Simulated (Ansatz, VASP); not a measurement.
# One calculation of ZnO, two programs

```
CELL_PARAMETERS angstrom
3.23534 0.00000 0.00000
-1.61767 2.80189 0.00000
0.00000 0.00000 5.21095
ATOMIC_POSITIONS crystal
Zn 0.33333 0.66667 0.99765
Zn 0.66667 0.33333 0.49765
O 0.33333 0.66667 0.37735
O 0.66667 0.33333 0.87735
```

Alike in both runs: task single point; functional r2SCAN; k mesh 12 × 12 × 6; no spin polarisation.

|  | VASP | Ansatz |
| --- | --- | --- |
| version | VASP 6.6.1 | Ansatz 0.2.0 |
| potentials or method | VASP PAW PBE potentials, release 64 (Zn, O) | plane waves, PAW |
| plane-wave cutoff (eV) | 520 | 500 |
| occupations | gaussian, width 0.01 eV | fixed |
| valence electrons in the cell | 36 | 36 |

Ansatz gave:

```
gap on the k mesh at the Fermi level (eV)                     : 1.24
pressure (GPa)                                                : 0.0
traceless stress, the component that is largest in VASP (GPa) : 0.00
```

**Question.** Which values does VASP return?

**Answer.** gap on the k mesh at the Fermi level (eV): 1.23; pressure (GPa): 1.0; traceless stress, the component that is largest in VASP (GPa): 0.06.

VASP's potentials were made for PBE, not for r2SCAN.
